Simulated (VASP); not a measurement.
Au, 2 atoms in the cell. Symmetry: I4_1/amd, No. 141, tetragonal system. Conventional cell: a = 5.150 Å, b = 5.150 Å, c = 2.809 Å, α = 90.00°, β = 90.00°, γ = 90.00°. Au (site symmetry -4m2) has 10 Au at 2.67 to 3.33 Å within 3.5 Å. 

```yaml
Program: VASP 6.6.1
Task: single point
Functional: r2SCAN
Potentials_or_basis: VASP PAW PBE potentials, release 64 (Au)
Cutoff: 520 eV
k_mesh: 8 × 8 × 8
Occupations: gaussian, width 0.1 eV
Spin: no spin polarisation
Dipole_correction: no
Further_INCAR_settings: ALGO = Normal; EDIFF = 1e-07; NBANDS = 18
```

Potentials or basis: VASP PAW PBE potentials, release 64 (Au).

Launch:

```sh
$ cat potpaw_PBE.64/Au/POTCAR > POTCAR
$ cp INCAR.step1 INCAR
$ mpirun -np 1 vasp_std > vasp.out
$ cp INCAR.step2 INCAR
$ mpirun -np 1 vasp_std > vasp.out
```

Hardware: 1 thread of Intel(R) Xeon(R) Platinum 8488C (Sapphire Rapids) (shared host).

Question: Estimate the wall time of this run.

Answer: Wall time 2.2 min on 1 thread of Intel(R) Xeon(R) Platinum 8488C (Sapphire Rapids) (shared host), peak memory 0.19 GiB. Counts: k points 59.
